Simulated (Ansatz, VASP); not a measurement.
In: VASP beside Ansatz

INCAR

```
ALGO = Normal
EDIFF = 1E-8
ENCUT = 400
GGA = PE
GGA_COMPAT = False
ISIF = 2
ISMEAR = -1
LASPH = True
LCHARG = False
LEFG = True
LREAL = False
LWAVE = False
NBANDS = 12
NELM = 120
PREC = Accurate
SIGMA = 0.05
```

The input KPOINTS:

```
k-points
0
Gamma
  12 12 14
```

The input POSCAR:

```
In
1.0
   -1.5851490000      1.6346280000      2.4739500000
    1.6346280000     -1.5851490000      2.4739500000
    1.6176720000      1.6176720000     -2.4414270000
In
1
Direct
    0.0000000000      0.0000000000      0.0000000000
```

Input for Ansatz:

```yaml
crystal:
  lattice:
    - [-1.585149, 1.634628, 2.47395]
    - [1.634628, -1.585149, 2.47395]
    - [1.617672, 1.617672, -2.441427]
  atoms:
    - { symbol: In, position: [0.0, 0.0, 0.0] }
kpoints:
  mp_grid: { grid: [12, 12, 14] }
scf:
  occupations: { method: fermi_dirac, width: 0.05 }
hamiltonian:
  xc: pbe
  pseudopotentials: { kind: all_electron, datasets: crystal }
output:
  forces: true
  stress: true
  eigenvalues: true
  efg: { contact_densities: true }
```

Change from the starting cell: equal xy, yz and zx shear strains of +2 %, crystal datasets.

Alike in both runs: task electric field gradients; functional PBE; k mesh 12 × 12 × 14; occupations fermi-dirac, width 0.05 eV; no spin polarisation.

|  | VASP | Ansatz |
| --- | --- | --- |
| version | VASP 6.6.1 | Ansatz 0.2.0 |
| potentials or method | VASP PAW PBE potentials, release 64 (In_d), cutoff 400 eV | all-electron PAW with datasets made for the crystal, scalar-relativistic |

|  | VASP | Ansatz | Ansatz less VASP |
| --- | --- | --- | --- |
| pressure (GPa) | 2.0 | 2.1 | +0.07 |
| traceless stress, the component that is largest in VASP (GPa) | -0.44 | -0.44 | -0.001 |
| size of Vzz on the site where it differs most (V/Å²) | 17.2 | 17.4 | +0.21 |

Ansatz ran all-electron here, and VASP with PAW potentials.
